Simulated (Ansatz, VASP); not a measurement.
**Ba: VASP beside Ansatz**

```
Ba
1.0
     4.35177    0.00000    0.00000
    -1.45059    4.10289    0.00000
     0.00000    0.00000   30.65960
Ba
4
Direct
  0.25000 0.25000 0.32868
  0.75000 0.75000 0.44174
  0.25000 0.25000 0.55826
  0.75000 0.75000 0.67132
```

Alike in both runs: functional PBE; k mesh 9 × 9 × 1; occupations fermi-dirac, width 0.05 eV; no spin polarisation.

Ansatz relaxed the structure, and its values are those at the end. VASP's run is a single point on that final structure, the one shown.

```csv
,VASP,Ansatz
version,VASP 6.6.1,Ansatz 0.2.0
potentials or method,"VASP PAW PBE potentials, release 64 (Ba_sv)","PAW with Ansatz's default frozen-core files, scalar-relativistic"
plane-wave cutoff (eV),520,420
valence electrons in the cell,40,40
```

|  | VASP | Ansatz | Ansatz less VASP |
| --- | --- | --- | --- |
| rms of the force components (eV/Å) | 0.004 | 0.002 | -0.0027 |

The functional is the same, so the differences come from potentials, cutoffs and numerics. Ansatz's warnings: stress scf threshold loose, xc potential rough in thin density.

Neither program's run includes spin-orbit coupling.
